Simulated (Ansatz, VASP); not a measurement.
## One calculation of ZnS, two programs

File INCAR:

```
PREC = Accurate ; ENCUT = 520
EDIFF = 1E-6 ; ISMEAR = 0
SIGMA = 0.05 ; LREAL = False
LASPH = True ; NELM = 60
ALGO = Normal ; ISIF = 2
LWAVE = False ; LCHARG = False
GGA = PE ; NBANDS = 16
```

The input KPOINTS:

```
Automatic mesh
0
Gamma
  10 10 10
```

The input POSCAR:

```
ZnS
1.0
    0.0000000000      2.7857895000      2.7452197500
    2.7857895000      0.0000000000      2.7452197500
    2.7857895000      2.7857895000      0.0000000000
Zn S
1 1
Direct
    0.0000000000      0.0000000000      0.0000000000
    0.7500000000      0.7500000000      0.7500000000
```

Input for Ansatz:

```yaml
crystal:
  lattice:
    - [0.0, 2.7857895, 2.74521975]
    - [2.7857895, 0.0, 2.74521975]
    - [2.7857895, 2.7857895, 0.0]
  atoms:
    - { symbol: Zn, position: [0.0, 0.0, 0.0] }
    - { symbol: S, position: [0.75, 0.75, 0.75] }
basis:
  ecutwfc: 420
kpoints:
  mp_grid: { grid: [10, 10, 10] }
hamiltonian:
  xc: pbe
scf:
  occupations: { method: gaussian, width: 0.05 }
output:
  forces: true
  stress: true
  eigenvalues: true
```

Change from the starting cell: strain +0.030 along x and y, +0.015 along z, atoms carried along.

Alike in both runs: task single point; functional PBE; k mesh 10 × 10 × 10; occupations gaussian, width 0.05 eV; no spin polarisation.

|  | VASP | Ansatz |
| --- | --- | --- |
| version | VASP 6.6.1 | Ansatz 0.2.0 |
| potentials or method | VASP PAW PBE potentials, release 64 (Zn, S), cutoff 520 eV | scalar-relativistic, plane waves, PAW |
| valence electrons in the cell | 18 | 18 |

```csv
,VASP,Ansatz,Ansatz less VASP
gap on the k mesh at the Fermi level (eV),1.75,1.75,-0.002
least direct gap on the mesh (eV),1.75,1.75,-0.002
pressure (GPa),-3.3,-3.4,-0.10
"traceless stress, the component that is largest in VASP (GPa)",0.40,0.40,+0.003
```

With one functional, cell and mesh, what is left measures potentials, basis and numerics.
